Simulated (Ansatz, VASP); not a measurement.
**Two plane-wave programs on BN**

```
B N
1.0
     1.30117    0.75123    3.37293
    -1.30117    0.75123    3.37293
     0.00000   -1.50246    3.37293
B N
1 1
Direct
  0.99967 0.99967 0.99967
  0.33276 0.33276 0.33276
```

Change from the starting cell: strain +0.040 along x and y, +0.000 along z, atoms carried along.

Alike in both runs: task single point; functional LDA; k mesh 12 × 12 × 12; occupations gaussian, width 0.05 eV; no spin polarisation.

|  | VASP | Ansatz |
| --- | --- | --- |
| version | VASP 6.6.1 | Ansatz 0.2.0 |
| potentials or method | VASP PAW LDA potentials, release 64 (B, N), cutoff 600 eV | scalar-relativistic, plane waves, PAW |
| valence electrons in the cell | 8 | 8 |

|  | VASP | Ansatz | Ansatz less VASP |
| --- | --- | --- | --- |
| gap on the k mesh at the Fermi level (eV) | 3.88 | 3.89 | +0.012 |
| least direct gap on the mesh (eV) | 4.27 | 4.28 | +0.008 |
| pressure (GPa) | -27.1 | -27.2 | -0.19 |
| traceless stress, the component that is largest in VASP (GPa) | 25.87 | 26.29 | +0.413 |
| rms of the force components (eV/Å) | 0.004 | 0.004 | 0.0000 |

LDA's correlation is that of Perdew and Zunger in VASP and of Perdew and Wang (1992) in Ansatz. Atom by atom the forces differ by 0.000 eV/Å (rms over components).
